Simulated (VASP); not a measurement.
# P (Pm-3m) in VASP: a series of runs

P is run at these levels: PBE; tasks: single point, relaxation of cell and atoms.

All numbers are computed with VASP 6.6.1; they aren't measurements. Logs are shortened: lines on timing, memory, paths and dates and some standing lists are left out, and cuts for length are marked.

## 1. The cell of the first run

Symmetry: Pm-3m, No. 221, cubic system. Conventional cell: a = 1.985 Å, b = 1.985 Å, c = 1.985 Å, α = 90.00°, β = 90.00°, γ = 90.00°. Within 2.6 Å of P (site symmetry m-3m) lie 6 P at 1.99 Å.

## 2. Single point, PBE

The input, INCAR:

```
  PREC = Accurate
  ENCUT = 520
  EDIFF = 1E-6
  ISMEAR = -1
  SIGMA = 0.1
  LREAL = F
  LASPH = T
  NELM = 60
  ALGO = Normal
  ISIF = 2
  LWAVE = F
  LCHARG = F
  GGA = PE
  NBANDS = 8
```

The input, KPOINTS:

```
regular mesh
0
Gamma
  19 19 19
```

The input, POSCAR:

```
P
1.0
    1.9852001182      0.0000000000      0.0000000000
    0.0000000000      1.9852001182      0.0000000000
    0.0000000000      0.0000000000      1.9852001182
P
1
Direct
    0.0000000000      0.0000000000      0.0000000000
```

Potentials or basis: VASP PAW PBE potentials, release 64 (P).

On the command line:

```sh
$ cat potpaw_PBE.64/P/POTCAR > POTCAR
$ mpirun -np 1 vasp_std > vasp.out
```

OUTCAR:

```text
PREC = Accurate
   ENCUT = 520
   EDIFF = 1E-6
   ISMEAR = -1
   LREAL = F
   LASPH = T
   NELM = 60
   ISIF = 2
   GGA = PE

 ion  position               nearest neighbor table
   1  0.000  0.000  0.000-

  LATTYP: Found a simple cubic cell.
 ALAT       =     1.9852001182

  Lattice vectors:

 A1 = (   1.9852001182,   0.0000000000,   0.0000000000)
 A2 = (   0.0000000000,   1.9852001182,   0.0000000000)
 A3 = (   0.0000000000,   0.0000000000,   1.9852001182)

Analysis of symmetry for initial positions (statically):
=====================================================================
 Subroutine PRICEL returns:
 Original cell was already a primitive cell.

 Routine SETGRP: Setting up the symmetry group for a
 simple cubic supercell.

 Subroutine GETGRP returns: Found 48 space group operations
 (whereof 48 operations were pure point group operations)
 out of a pool of 48 trial point group operations.

The static configuration has the point symmetry O_h .

Analysis of symmetry for dynamics (positions and initial velocities):
=====================================================================
 Subroutine PRICEL returns:
 Original cell was already a primitive cell.

 Routine SETGRP: Setting up the symmetry group for a
 simple cubic supercell.

 Subroutine GETGRP returns: Found 48 space group operations
 (whereof 48 operations were pure point group operations)
 out of a pool of 48 trial point group operations.

The dynamic configuration has the point symmetry O_h .

 Subroutine INISYM returns: Found 48 space group operations
 (whereof 48 operations are pure point group operations),
 and found     1 'primitive' translations

----------------------------------------------------------------------------------------

                                     Primitive cell

  volume of cell :       7.8237

  direct lattice vectors                    reciprocal lattice vectors
     1.985200118  0.000000000  0.000000000     0.503727554  0.000000000  0.000000000
     0.000000000  1.985200118  0.000000000     0.000000000  0.503727554  0.000000000
     0.000000000  0.000000000  1.985200118     0.000000000  0.000000000  0.503727554

  length of vectors
     1.985200118  1.985200118  1.985200118     0.503727554  0.503727554  0.503727554

  position of ions in fractional coordinates (direct lattice)
     0.000000000  0.000000000  0.000000000
[... 70 lines left out ...]
   ISPIN  =      1    spin polarized calculation?
   LNONCOLLINEAR =      F non collinear calculations
   LSORBIT =      F    spin-orbit coupling
   LASPH  =      T    aspherical Exc in radial PAW
   ENCUT  =  520.0 eV  38.22 Ry    6.18 a.u.   3.69  3.69  3.69*2*pi/ulx,y,z
   NELM   =     60;   NELMIN=  2; NELMDL= -5     # of ELM steps
   EDIFF  = 0.1E-05   stopping-criterion for ELM
   LREAL  =      F    real-space projection
   EDIFFG = 0.1E-04   stopping-criterion for IOM
   NSW    =      0    number of steps for IOM
   IBRION =     -1    ionic relax: 0-MD 1-quasi-New 2-CG
   NFREE  =      0    steps in history (QN), initial steepest desc. (CG)
   ISIF   =      2    stress and relaxation
   ISYM   =      2    0-nonsym 1-usesym 2-fastsym
   POTIM  = 0.5000    time-step for ionic-motion
   TEBEG  =    0.0;   TEEND  =   0.0 temperature during run
   PSTRESS=    0.0 pullay stress
   NELECT =       5.0000    total number of electrons
   NUPDOWN=      -1.0000    fix difference up-down
   EMIN   =  10.00;   EMAX   =-10.00  energy-range for DOS
   EFERMI =   0.00;   METHOD = LEGACY
   ISMEAR =    -1;   SIGMA  =   0.10  broadening in eV -4-tet -1-fermi 0-gaus
   EFERMI_NEDOS =   21; number of points for ismear=-14 and -15
   IALGO  =     38    algorithm
   IMIX   =      4    mixing-type and parameters
     AMIX     =   0.40;   BMIX     =  1.00
     AMIX_MAG =   1.60;   BMIX_MAG =  1.00
  volume/ion in A,a.u.               =       7.82        52.80
  Fermi-wavevector in a.u.,A,eV,Ry     =   1.410135  2.664768 27.054904  1.988479
  Thomas-Fermi vector in A             =   2.532119
   LORBIT       =      0    0 simple, 1 ext, 2 COOP (PROOUT), +10 PAW based schemes
   GGA     = PE    functional components
   LHFCALC =     F    Hartree Fock is set to
   AEXX    =    0.0000 exact exchange contribution
   IVDW    =     0    specifies the selected vdW correction
   LEPSILON=     F    determine dielectric tensor
   LRPA    =     F    only Hartree local field effects (RPA)
 non-spin polarized calculation
  energy-cutoff  :      520.00
  volume of cell :        7.82
 maximum number of plane-waves:       220
 NGX is ok and might be reduce to    16
   NGX =  7   NGY =  7   NGZ =  7

 number of electron       5.0000000 magnetization

 Free energy of the ion-electron system (eV)
  ---------------------------------------------------
  ext. energy  EPLUGINS =         0.00000000
  ---------------------------------------------------
  free energy    TOTEN  =        -1.99017495 eV

  energy without entropy =       -1.97792438  energy(sigma->0) =       -1.98404966

 E-fermi :  20.2523     XC(G=0): -14.2092

 val. band max:       20.2192839703   @ k =   0.2632   0.2105   0.1579
 cond. band min:      20.2846307346   @ k =   0.1579   0.1579   0.1579
 fundamental gap:      0.0653467643
 Fermi energy:        20.2522704880

 k-point     1 :       0.0000    0.0000    0.0000
  band No.  band energies     occupation
      1      -3.6192      2.00000
      2      26.4275      0.00000
      3      26.4275      0.00000
      4      30.2674      0.00000
      5      30.2674      0.00000
      6      30.2674      0.00000
      7      44.5316      0.00000
      8      55.9875      0.00000
[... 243 lines left out ...]
 k-point    24 :       0.3158    0.1053    0.0000
  band No.  band energies     occupation
      1       0.3125      2.00000
      2      12.7531      2.00000
      3      25.8777      0.00000
      4      33.4518      0.00000
      5      34.1006      0.00000
      6      40.5328      0.00000
      7      43.3385      0.00000
      8      44.3956      0.00000

 [... further k-points ...]
[... 5 lines left out ...]
  --------------------------------------------------------------------------------------
  -------------------------------------------------------------------------------------
  Total       13.0191911     13.0191911     13.0191911      0.0000000      0.0000000     -0.0000000
  in kB     2666.1323729   2666.1323729   2666.1323729      0.0000000      0.0000000     -0.0000000
  external PRESSURE =    2666.1323729 kB  Pullay stress =       0.0000000 kB

 VOLUME and BASIS-vectors are now :
 -----------------------------------------------------------------------------
  energy-cutoff  :      520.00
  volume of cell :        7.82
      direct lattice vectors                 reciprocal lattice vectors
     1.985200118  0.000000000  0.000000000     0.503727554  0.000000000  0.000000000
     0.000000000  1.985200118  0.000000000     0.000000000  0.503727554  0.000000000
     0.000000000  0.000000000  1.985200118     0.000000000  0.000000000  0.503727554

 POSITION                                       TOTAL-FORCE (eV/Angst)
 -----------------------------------------------------------------------------------
      0.00000      0.00000      0.00000         0.000000      0.000000      0.000000
 -----------------------------------------------------------------------------------
    total drift:                                0.000000     -0.000000     -0.000000

  FREE ENERGIE OF THE ION-ELECTRON SYSTEM (eV)
  ---------------------------------------------------
  free  energy   TOTEN  =        -1.9901749493 eV

  energy  without entropy=       -1.9779243782  energy(sigma->0) =       -1.98404966
```

stdout:

```text
POSCAR found type information on POSCAR P
 POSCAR found :  1 types and       1 ions
 scaLAPACK will be used
 LDA part: xc-table for (Slater+PW92), standard interpolation
 POSCAR, INCAR and KPOINTS ok, starting setup
 FFT: planning ... GRIDC
 FFT: planning ... GRID_SOFT
 FFT: planning ... GRID
 WAVECAR not read
 entering main loop
```

Run time: 4.3 s. Hardware: 1 thread of Intel Xeon 6975P-C, shared host; peak memory 0.11 GiB.

What came out:

| Quantity | Value |
| --- | --- |
| Free energy | -1.9902 eV |
| Pressure | 266.6 GPa |

## 3. Single point, PBE

The input, INCAR:

```
SYSTEM = P
PREC     = Accurate       ! precision mode
ENCUT    = 520            ! plane-wave cutoff, eV
EDIFF    = 1E-6           ! SCF threshold, eV
ISMEAR   = -1             ! smearing method
SIGMA    = 0.1            ! smearing width, eV
LREAL    = .False.        ! projectors in reciprocal space
LASPH    = .True.         ! aspherical terms in the spheres
NELM     = 80             ! most SCF steps
ALGO     = Normal         ! electronic algorithm
ISIF     = 2              ! what is computed and relaxed
LWAVE    = .False.        ! write WAVECAR
LCHARG   = .False.        ! write CHGCAR
GGA      = PE             ! functional
NBANDS   = 8              ! bands
```

The input, KPOINTS:

```
regular mesh
0
Gamma
  19 19 19
  0 0 0
```

The input, POSCAR:

```
P
1.0
    1.9849013415      0.0000000000      0.0000000000
    0.0000000000      1.9849013415      0.0000000000
    0.0000000000      0.0000000000      1.9849013415
P
1
Direct
    0.0000000000      0.0000000000      0.0000000000
```

Potentials or basis: VASP PAW PBE potentials, release 64 (P).

On the command line:

```sh
$ cat potpaw_PBE.64/P/POTCAR > POTCAR
$ mpirun -np 1 vasp_std > vasp.out
```

It took 3.9 s on 1 thread of Intel Xeon 6975P-C, shared host; peak memory 0.12 GiB.

It converged, with:

| Quantity | Value |
| --- | --- |
| Free energy | -1.9843 eV |
| Pressure | 267.1 GPa |

Levels at points of the mesh, in eV from the Fermi level:
```csv
k point,band 1,band 2,band 3,band 4,band 5,band 6
"(0.00, 0.00, 0.00)",-23.88,6.17,6.17,10.02,10.02,10.02
```

## 4. Relaxation of cell and atoms, PBE, target pressure 270 GPa, at which the enthalpy is minimised

This run uses another cell than the first one, of 7.18 Å³/atom, 0.918 times its volume.

The input, INCAR:

```
SYSTEM = P
PREC = Accurate ; ENCUT = 600
EDIFF = 1E-6 ; ISMEAR = -1
SIGMA = 0.1 ; LREAL = .False.
LASPH = .True. ; NELM = 100
ALGO = Normal ; ISIF = 3
LWAVE = .False. ; LCHARG = .False.
GGA = PE ; IBRION = 2
NSW = 60 ; EDIFFG = -0.005
PSTRESS = 2700.0
```

KPOINTS is that of step 3.

The input, POSCAR:

```
P
1.0
    1.9292801367      0.0000000000      0.0000000000
    0.0000000000      1.9292801367      0.0000000000
    0.0000000000      0.0000000000      1.9292801367
P
1
Direct
    0.0000000000      0.0000000000      0.0000000000
```

On the command line:

```sh
$ cat potpaw_PBE.64/P/POTCAR > POTCAR
$ mpirun -np 1 vasp_std > vasp.out
```

Run time: 22 s. Hardware: 1 thread of Intel Xeon 6975P-C, shared host; peak memory 0.12 GiB.

Results (log left out):

```yaml
Free_energy: -1.9444 eV
Relaxed_volume: 7.80 Å³/atom
Relaxed_cell: a = 1.983 Å, b = 1.983 Å, c = 1.983 Å, α = 90.00°, β = 90.00°, γ = 90.00°
Space_group_after_relaxing_to_0.05_Å: Pm-3m (No. 221)
Energy_change_on_relaxing_the_enthalpy_is_what_falls: -1200.9 meV/atom
Ionic_steps: 16
Pressure_after_relaxing: 270.1 GPa
```

Step by step:
```csv
step,energy change (eV),largest force (eV/Å),pressure (GPa),volume (Å³)
1,0.0000,0.0000,360.20,7.18
2,-4.3403,0.0000,29.27,12.26
3,-1.4704,0.0000,249.96,7.96
4,-1.2135,0.0000,269.11,7.80
5,-1.1919,0.0000,270.74,7.79
6,-1.1924,0.0000,270.71,7.79
7,-1.1940,0.0000,270.61,7.79
8,-1.1940,0.0000,270.59,7.79
9,-1.1940,0.0000,270.59,7.79
10,-1.1941,0.0000,270.59,7.79
11,-1.1942,0.0000,270.58,7.79
12,-1.1944,0.0000,270.56,7.79
13,-1.1948,0.0000,270.53,7.79
14,-1.1957,0.0000,270.47,7.79
15,-1.1974,0.0000,270.35,7.79
16,-1.2009,0.0000,270.10,7.80
```

Final structure:
```xyz
1
Lattice="1.9829 0.0000 0.0000 0.0000 1.9829 0.0000 0.0000 0.0000 1.9829" Properties=species:S:1:pos:R:3 pbc="T T T"
P     0.0000    0.0000    0.0000
```

Levels at points of the mesh, in eV from the Fermi level:
```tsv
k point	band 1	band 2	band 3	band 4	band 5
(0.00, 0.00, 0.00)	-23.92	6.17	6.17	10.05	10.05
```

Caveat: the cell is relaxed towards a set pressure, so the enthalpy falls and the energy may rise.
